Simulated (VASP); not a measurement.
# ZrS2 (P-3m1) in VASP: relaxation of the atoms with PBE

Aim: the relaxation of the atoms of ZrS2 with PBE.

All numbers are computed with VASP 6.6.1; they aren't measurements. Logs are shortened: lines on timing, memory, paths and dates and some standing lists are left out, and cuts for length are marked.

## Step 1: The cell of the first run

Symmetry: P-3m1, No. 164, trigonal system. The conventional cell has a = 3.691 Å, b = 3.691 Å, c = 6.041 Å, α = 90.00°, β = 90.00°, γ = 120.00°. Zr (site symmetry -3m) has 6 S at 2.57 Å within 3.4 Å. S (site symmetry 3m) has 3 Zr at 2.57 Å within 3.4 Å.

## Step 2: Relaxation of the atoms, PBE

Input file INCAR:

```
PREC = Accurate ; ENCUT = 450
EDIFF = 1E-7 ; ISMEAR = -1
SIGMA = 0.01 ; LREAL = F
LASPH = T ; NELM = 120
ALGO = Normal ; ISIF = 2
LWAVE = F ; LCHARG = F
GGA = PE ; IBRION = 2
NSW = 80 ; EDIFFG = -0.02
GGA_COMPAT = F ; NELMIN = 4
```

Input file KPOINTS:

```
regular mesh
0
Gamma
  10 10 6
```

Input file POSCAR:

```
ZrS2
1.0
    3.6913825498      0.0000000000      0.0000000000
   -1.8456912749      3.1968310632      0.0000000000
    0.0000000000      0.0000000000      6.0410770100
Zr S
1 2
Direct
    0.0000000000      0.0000000000      0.0000000000
    0.6666666667      0.3333333333      0.7620900300
    0.3333333333      0.6666666667      0.2379099700
```

Potentials or basis: VASP PAW PBE potentials, release 64 (Zr_sv, S).

On the command line:

```sh
> cat potpaw_PBE.64/Zr_sv/POTCAR potpaw_PBE.64/S/POTCAR > POTCAR
> mpirun -np 1 vasp_std > vasp.out
```

OUTCAR:

```text
PREC = Accurate
   ENCUT = 450
   EDIFF = 1E-7
   ISMEAR = -1
   LREAL = F
   LASPH = T
   NELM = 120
   ISIF = 2
   GGA = PE
   IBRION = 2
   NSW = 80
   EDIFFG = -0.02
   NELMIN = 4

 ion  position               nearest neighbor table
   1  0.000  0.000  0.000-   2 2.57   3 2.57   3 2.57   2 2.57   2 2.57   3 2.57
   2  0.667  0.333  0.762-   1 2.57   1 2.57   1 2.57
   3  0.333  0.667  0.238-   1 2.57   1 2.57   1 2.57

  LATTYP: Found a hexagonal cell.
 ALAT       =     3.6913825498
 C/A-ratio  =     1.6365350728

  Lattice vectors:

 A1 = (   3.6913825498,   0.0000000000,   0.0000000000)
 A2 = (  -1.8456912749,   3.1968310632,   0.0000000000)
 A3 = (   0.0000000000,   0.0000000000,   6.0410770100)

Analysis of symmetry for initial positions (statically):
=====================================================================
 Subroutine PRICEL returns:
 Original cell was already a primitive cell.

 Routine SETGRP: Setting up the symmetry group for a
 hexagonal supercell.

 Subroutine GETGRP returns: Found 12 space group operations
 (whereof 12 operations were pure point group operations)
 out of a pool of 24 trial point group operations.

The static configuration has the point symmetry D_3d.

Analysis of symmetry for dynamics (positions and initial velocities):
=====================================================================
 Subroutine PRICEL returns:
 Original cell was already a primitive cell.

 Routine SETGRP: Setting up the symmetry group for a
 hexagonal supercell.

 Subroutine GETGRP returns: Found 12 space group operations
 (whereof 12 operations were pure point group operations)
 out of a pool of 24 trial point group operations.

The dynamic configuration has the point symmetry D_3d.

 Subroutine INISYM returns: Found 12 space group operations
 (whereof 12 operations are pure point group operations),
 and found     1 'primitive' translations

----------------------------------------------------------------------------------------

                                     Primitive cell

  volume of cell :      71.2891

  direct lattice vectors                    reciprocal lattice vectors
     3.691382550  0.000000000  0.000000000     0.270901210  0.156404887  0.000000000
    -1.845691275  3.196831063  0.000000000     0.000000000  0.312809773  0.000000000
     0.000000000  0.000000000  6.041077010     0.000000000  0.000000000  0.165533397

  length of vectors
[... 94 lines left out ...]
   PSTRESS=    0.0 pullay stress
   NELECT =      24.0000    total number of electrons
   NUPDOWN=      -1.0000    fix difference up-down
   EMIN   =  10.00;   EMAX   =-10.00  energy-range for DOS
   EFERMI =   0.00;   METHOD = LEGACY
   ISMEAR =    -1;   SIGMA  =   0.01  broadening in eV -4-tet -1-fermi 0-gaus
   EFERMI_NEDOS =   21; number of points for ismear=-14 and -15
   IALGO  =     38    algorithm
   IMIX   =      4    mixing-type and parameters
     AMIX     =   0.40;   BMIX     =  1.00
     AMIX_MAG =   1.60;   BMIX_MAG =  1.00
  volume/ion in A,a.u.               =      23.76       160.36
  Fermi-wavevector in a.u.,A,eV,Ry     =   1.138861  2.152136 17.646828  1.297005
  Thomas-Fermi vector in A             =   2.275565
   LORBIT       =      0    0 simple, 1 ext, 2 COOP (PROOUT), +10 PAW based schemes
   GGA     = PE    functional components
   LHFCALC =     F    Hartree Fock is set to
   AEXX    =    0.0000 exact exchange contribution
   IVDW    =     0    specifies the selected vdW correction
   LEPSILON=     F    determine dielectric tensor
   LRPA    =     F    only Hartree local field effects (RPA)
 conjugate gradient relaxation of ions
 non-spin polarized calculation
  energy-cutoff  :      450.00
  volume of cell :       71.29
 maximum number of plane-waves:      1578
 NGX is ok and might be reduce to    28
   NGX = 13   NGY = 13   NGZ = 21

--------------------------------------- Ionic step        1  -------------------------------------------

 number of electron      23.9999998 magnetization

 Free energy of the ion-electron system (eV)
  ---------------------------------------------------
  ext. energy  EPLUGINS =         0.00000000
  ---------------------------------------------------
  free energy    TOTEN  =       -21.42544686 eV

  energy without entropy =      -21.42544686  energy(sigma->0) =      -21.42544686

------------------------ aborting loop because EDIFF is reached ----------------------------------------

  FORCE on cell =-STRESS in cart. coord.  units (eV):
  Direction    XX          YY          ZZ          XY          YZ          ZX
  --------------------------------------------------------------------------------------
  -------------------------------------------------------------------------------------
  Total        0.0338710      0.0338710      0.5392379     -0.0000000      0.0000000     -0.0000000
  in kB        0.7612290      0.7612290     12.1190301     -0.0000000      0.0000000     -0.0000000
  external PRESSURE =       4.5471627 kB  Pullay stress =       0.0000000 kB
[... 61 lines left out ...]
--------------------------------------- Ionic step        3  -------------------------------------------

 number of electron      23.9999998 magnetization

 Free energy of the ion-electron system (eV)
  ---------------------------------------------------
  ext. energy  EPLUGINS =         0.00000000
  ---------------------------------------------------
  free energy    TOTEN  =       -21.42570218 eV

  energy without entropy =      -21.42570218  energy(sigma->0) =      -21.42570218

 E-fermi :   4.3495     XC(G=0):  -9.3284

 val. band max:        4.1174298555   @ k =   0.1000   0.0000   0.0000
 cond. band min:       5.1378096234   @ k =   0.5000   0.0000   0.5000
 fundamental gap:      1.0203797679
 Fermi energy:         4.3495227154

 k-point     1 :       0.0000    0.0000    0.0000
  band No.  band energies     occupation
      1     -44.8711      2.00000
      2     -22.9260      2.00000
      3     -22.7777      2.00000
      4     -22.7777      2.00000
      5      -8.4355      2.00000
      6      -7.0526      2.00000
[... 433 lines left out ...]
      3     -22.8719      2.00000
      4     -22.8310      2.00000
      5      -7.5022      2.00000
      6      -7.0386      2.00000
[... 8 lines left out ...]
     15       7.6360      0.00000
     16       9.6776      0.00000

 [... further k-points ...]

------------------------ aborting loop because EDIFF is reached ----------------------------------------

  FORCE on cell =-STRESS in cart. coord.  units (eV):
  Direction    XX          YY          ZZ          XY          YZ          ZX
  --------------------------------------------------------------------------------------
  -------------------------------------------------------------------------------------
  Total       -0.0658478     -0.0658478      0.3840878     -0.0000000      0.0000000      0.0000000
  in kB       -1.4798884     -1.4798884      8.6321302     -0.0000000      0.0000000      0.0000000
  external PRESSURE =       1.8907844 kB  Pullay stress =       0.0000000 kB
[... 18 lines left out ...]
  FREE ENERGIE OF THE ION-ELECTRON SYSTEM (eV)
  ---------------------------------------------------
  free  energy   TOTEN  =       -21.4257021832 eV

  energy  without entropy=      -21.4257021832  energy(sigma->0) =      -21.42570218

 reached required accuracy - stopping structural energy minimisation
```

OSZICAR:

```text
N       E                     dE             d eps       ncg     rms          rms(c)
DAV:   1     0.164214400153E+03    0.16421E+03   -0.11198E+04  2304   0.123E+03
DAV:   2    -0.143492724805E+02   -0.17856E+03   -0.17577E+03  3032   0.298E+02
DAV:   3    -0.234413993278E+02   -0.90921E+01   -0.90788E+01  4112   0.647E+01
DAV:   4    -0.235958017888E+02   -0.15440E+00   -0.15437E+00  3152   0.776E+00
[... 23 lines left out ...]
DAV:   2    -0.214257060140E+02   -0.46989E-04   -0.60904E-04  2784   0.145E-01    0.351E-02
DAV:   3    -0.214257035751E+02    0.24389E-05   -0.10983E-05  3472   0.210E-02    0.240E-02
DAV:   4    -0.214257023375E+02    0.12375E-05   -0.92000E-06  2672   0.164E-02    0.391E-03
DAV:   5    -0.214257022576E+02    0.79899E-07   -0.11778E-06  2816   0.670E-03    0.231E-03
DAV:   6    -0.214257021832E+02    0.74493E-07   -0.10668E-07  1624   0.201E-03
   3 F= -.21425702E+02 E0= -.21425702E+02  d E =-.255326E-03
```

Wall time 92 s (1 thread of Intel Xeon Platinum 8375C at 2.90GHz (Ice Lake), shared host); peak memory 0.22 GiB.

Results:

```
Free energy                  : -21.4257 eV
Energy gained by relaxing    : 0.1 meV/atom
Ionic steps                  : 3
Pressure after relaxing      : 0.2 GPa
Largest force after relaxing : 0.004 eV/Å
Band gap on the k mesh       : 1.02 eV (least direct gap 1.64 eV)
```

Forces in eV/Å, atoms in the order of the input:
```
Zr   0.000  0.000  0.000
S    0.000  0.000  0.004
S    0.000  0.000 -0.004
```

The path:
| step | energy change (eV) | largest force (eV/Å) | pressure (GPa) |
| --- | --- | --- | --- |
| 1 | 0.0000 | 0.0537 | 0.45 |
| 2 | -0.0002 | 0.0249 | 0.32 |
| 3 | -0.0003 | 0.0039 | 0.19 |

Final structure:
```
CELL_PARAMETERS angstrom
3.69138 0.00000 0.00000
-1.84569 3.19683 0.00000
0.00000 0.00000 6.04108
ATOMIC_POSITIONS crystal
Zr 0.00000 0.00000 0.00000
S 0.66667 0.33333 0.76123
S 0.33333 0.66667 0.23877
```

Caveat: this functional lacks dispersion, which binds the layers, so the pressure and a relaxed spacing across them are unreliable. A k mesh can miss the band edges.
